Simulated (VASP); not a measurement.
# Zr (P6_3/mmc) in VASP: notebook, part 2 of 2

VASP 6.6.1. Earlier steps stand in the parts before.

**4. Single point, PBE**

Input file INCAR:

```
SYSTEM = Zr
  PREC = Accurate
  ENCUT = 520
  EDIFF = 1E-7
  ISMEAR = 0
  SIGMA = 0.1
  LREAL = .FALSE.
  LASPH = .TRUE.
  NELM = 100
  ALGO = Normal
  ISIF = 2
  LWAVE = .FALSE.
  LCHARG = .TRUE.
  GGA = PE
  LELF = .TRUE.
  LVHAR = .TRUE.
  NBANDS = 19
```

Input file KPOINTS:

```
regular mesh
0
G
  11 11 6
  0 0 0
```

Input file POSCAR:

```
Zr
1.0
    3.2318821451      0.0000000000      0.0000000000
   -1.6159410725      2.7988920397      0.0000000000
    0.0000000000      0.0000000000      5.1741041053
Zr
2
Direct
    0.3333333333      0.6666666667      0.2500000000
    0.6666666667      0.3333333333      0.7500000000
```

Potentials or basis: VASP PAW PBE potentials, release 64 (Zr_sv).

The run is started by

```
$ cat potpaw_PBE.64/Zr_sv/POTCAR > POTCAR
$ mpirun -np 1 vasp_std > vasp.out
```

OUTCAR:

```text
SYSTEM = Zr
   PREC = Accurate
   ENCUT = 520
   EDIFF = 1E-7
   ISMEAR = 0
   LREAL = .FALSE.
   LASPH = .TRUE.
   NELM = 100
   ISIF = 2
   GGA = PE

 ion  position               nearest neighbor table
   1  0.333  0.667  0.250-   2 3.19   2 3.19   2 3.19   2 3.19   2 3.19   2 3.19
   2  0.667  0.333  0.750-   1 3.19   1 3.19   1 3.19   1 3.19   1 3.19   1 3.19

  LATTYP: Found a hexagonal cell.
 ALAT       =     3.2318821451
 C/A-ratio  =     1.6009569263

  Lattice vectors:

 A1 = (   3.2318821451,   0.0000000000,   0.0000000000)
 A2 = (  -1.6159410725,   2.7988920397,   0.0000000000)
[... 192 lines left out ...]
      6     -17.4418      2.00000
[... 505 lines left out ...]
      6     -17.6496      2.00000
[... 11 lines left out ...]
     18      11.9754      0.00000
     19      13.7221      0.00000

 [... further k-points ...]
[... 5 lines left out ...]
  --------------------------------------------------------------------------------------
  -------------------------------------------------------------------------------------
  Total       -0.0005664     -0.0005664     -0.0951307     -0.0000000      0.0000000      0.0000000
  in kB       -0.0193890     -0.0193890     -3.2565263     -0.0000000      0.0000000      0.0000000
  external PRESSURE =      -1.0984348 kB  Pullay stress =       0.0000000 kB

 VOLUME and BASIS-vectors are now :
 -----------------------------------------------------------------------------
  energy-cutoff  :      520.00
  volume of cell :       46.80
      direct lattice vectors                 reciprocal lattice vectors
     3.231882145  0.000000000  0.000000000     0.309417223  0.178642117  0.000000000
    -1.615941073  2.798892040  0.000000000     0.000000000  0.357284235  0.000000000
     0.000000000  0.000000000  5.174104105     0.000000000  0.000000000  0.193270174

 POSITION                                       TOTAL-FORCE (eV/Angst)
 -----------------------------------------------------------------------------------
     -0.00000      1.86593      1.29353        -0.000000      0.000000      0.000000
      1.61594      0.93296      3.88058         0.000000     -0.000000      0.000000
 -----------------------------------------------------------------------------------
    total drift:                               -0.000000      0.000000     -0.000000

  FREE ENERGIE OF THE ION-ELECTRON SYSTEM (eV)
  ---------------------------------------------------
  free  energy   TOTEN  =       -17.0458305163 eV

  energy  without entropy=      -17.0372795907  energy(sigma->0) =      -17.04155505
```

OSZICAR:

```text
N       E                     dE             d eps       ncg     rms          rms(c)
DAV:   1     0.216121940566E+03    0.21612E+03   -0.13261E+04  2432   0.125E+03
DAV:   2    -0.141977241648E+01   -0.21754E+03   -0.21346E+03  2778   0.366E+02
DAV:   3    -0.173759563349E+02   -0.15956E+02   -0.15774E+02  4430   0.714E+01
DAV:   4    -0.177491622567E+02   -0.37321E+00   -0.37286E+00  2858   0.116E+01
DAV:   5    -0.177610359756E+02   -0.11874E-01   -0.11871E-01  3618   0.139E+00    0.142E+01
DAV:   6    -0.171581038862E+02    0.60293E+00   -0.93978E-01  2639   0.731E+00    0.557E+00
DAV:   7    -0.170394714737E+02    0.11863E+00   -0.59540E-01  3350   0.511E+00    0.111E+00
DAV:   8    -0.170457639430E+02   -0.62925E-02   -0.42133E-02  3206   0.147E+00    0.248E-01
DAV:   9    -0.170458781540E+02   -0.11421E-03   -0.14619E-03  3152   0.336E-01    0.353E-02
DAV:  10    -0.170458304030E+02    0.47751E-04   -0.33993E-05  3197   0.353E-02    0.238E-02
DAV:  11    -0.170458304350E+02   -0.32052E-07   -0.91984E-06  2691   0.328E-02    0.304E-03
DAV:  12    -0.170458305163E+02   -0.81322E-07   -0.46027E-07  2759   0.417E-03
   1 F= -.17045831E+02 E0= -.17041555E+02  d E =-.855093E-02
```

stdout:

```text
POSCAR found type information on POSCAR Zr
 POSCAR found :  1 types and       2 ions
 scaLAPACK will be used
 LDA part: xc-table for (Slater+PW92), standard interpolation
 POSCAR, INCAR and KPOINTS ok, starting setup
 FFT: planning ... GRIDC
 FFT: planning ... GRID_SOFT
 FFT: planning ... GRID
 WAVECAR not read
 entering main loop
```

Run time: 41 s. Hardware: 1 thread of AMD EPYC 9R45 (Zen 5), shared host; peak memory 0.15 GiB.

Results:

```yaml
Free_energy: -17.0458 eV
Pressure: -0.1 GPa
Band_gap_on_the_k_mesh: zero (band 12 reaches 9.81 eV, above the bottom of band 13 at 8.78 eV)
```

**5. Single point, PBE**

Input file INCAR:

```
PREC     = Accurate       # precision mode
ENCUT    = 520            # plane-wave cutoff, eV
EDIFF    = 1E-6           # SCF threshold, eV
ISMEAR   = 0              # smearing method
SIGMA    = 0.2            # smearing width, eV
LREAL    = False          # projectors in reciprocal space
LASPH    = True           # aspherical terms in the spheres
NELM     = 80             # most SCF steps
ALGO     = Normal         # electronic algorithm
ISIF     = 2              # what is computed and relaxed
LWAVE    = False          # write WAVECAR
LCHARG   = True           # write CHGCAR
GGA      = PE             # functional
LELF     = True           # ELF
LVHAR    = True         
NBANDS   = 19             # bands
```

Input file KPOINTS:

```
regular mesh
0
Gamma
  11 11 6
```

POSCAR is that of step 4.

The run is started by

```
$ cat potpaw_PBE.64/Zr_sv/POTCAR > POTCAR
$ mpirun -np 1 vasp_std > vasp.out
```

Wall time 40 s (1 thread of AMD EPYC 9R45 (Zen 5), shared host); peak memory 0.15 GiB.

Results (log left out):

```
Free energy            : -17.0604 eV
Pressure               : 0.0 GPa
Band gap on the k mesh : zero (band 12 reaches 9.81 eV, above the bottom of band 13 at 8.78 eV)
```

Stress tensor (GPa, compression positive):
```
 0.02  0.00  0.00
 0.00  0.02  0.00
 0.00  0.00 -0.08
```

Levels at points of the mesh, in eV from the Fermi level:
```
           k point  band 8  band 9  band 10  band 11  band 12  band 13  band 14  band 15  band 16  band 17
(0.00, 0.00, 0.00)  -26.35   -5.63    -3.01     0.89     0.89     0.98     1.13     1.56     1.56     2.18
(0.00, 0.00, 0.50)  -26.42   -3.94    -3.94     0.04     0.04     0.80     0.80     0.80     0.80     3.94
```

**6. Single point, PBE**

Input file INCAR:

```
SYSTEM = Zr
PREC = Accurate
ENCUT = 520
EDIFF = 1E-6
ISMEAR = 0
SIGMA = 0.3
LREAL = .FALSE.
LASPH = .TRUE.
NELM = 100
ALGO = Normal
ISIF = 2
LWAVE = .FALSE.
LCHARG = .TRUE.
GGA = PE
LELF = .TRUE.
LVHAR = .TRUE.
NBANDS = 19
```

Input file KPOINTS:

```
regular mesh
0
G
  11 11 6
  0 0 0
```

POSCAR is that of step 5.

Potentials or basis: VASP PAW PBE potentials, release 64 (Zr_sv).

The run is started by

```
$ cat potpaw_PBE.64/Zr_sv/POTCAR > POTCAR
$ mpirun -np 1 vasp_std > vasp.out
```

Wall time 43 s (1 thread of AMD EPYC 9R45 (Zen 5), shared host); peak memory 0.14 GiB.

The run converged. Its results:

```yaml
Free_energy: -17.0864 eV
Pressure: 0.1 GPa
Band_gap_on_the_k_mesh: zero (band 12 reaches 9.81 eV, above the bottom of band 13 at 8.78 eV)
```

Stress tensor (GPa, compression positive):
```
0.03 0.00 0.00
0.00 0.03 0.00
0.00 0.00 0.17
```

Levels at points of the mesh, in eV from the Fermi level:
```csv
k point,band 8,band 9,band 10,band 11,band 12,band 13,band 14,band 15,band 16,band 17
"(0.00, 0.00, 0.00)",-26.32,-5.61,-2.98,0.91,0.91,1.01,1.15,1.59,1.59,2.21
"(0.00, 0.00, 0.50)",-26.39,-3.92,-3.92,0.07,0.07,0.83,0.83,0.83,0.83,3.97
```

**7. Summary**

```tsv
smearing	gap on the mesh (eV)	pressure (GPa)
gaussian 0.01 eV	none	0.0
gaussian 0.03 eV	none	-0.1
gaussian 0.1 eV	none	-0.1
gaussian 0.2 eV	none	0.0
gaussian 0.3 eV	none	0.1
```

Alike in all rows: task single point; level PBE; potentials or basis VASP PAW PBE potentials, release 64 (Zr_sv); no spin polarisation; cell as given; k mesh 11 × 11 × 6; cutoff (eV) 520.

Every run on the cell as given and a fine mesh finds a metal.

Total energies depend on the potentials used, so only differences within one code and one set of settings carry meaning.
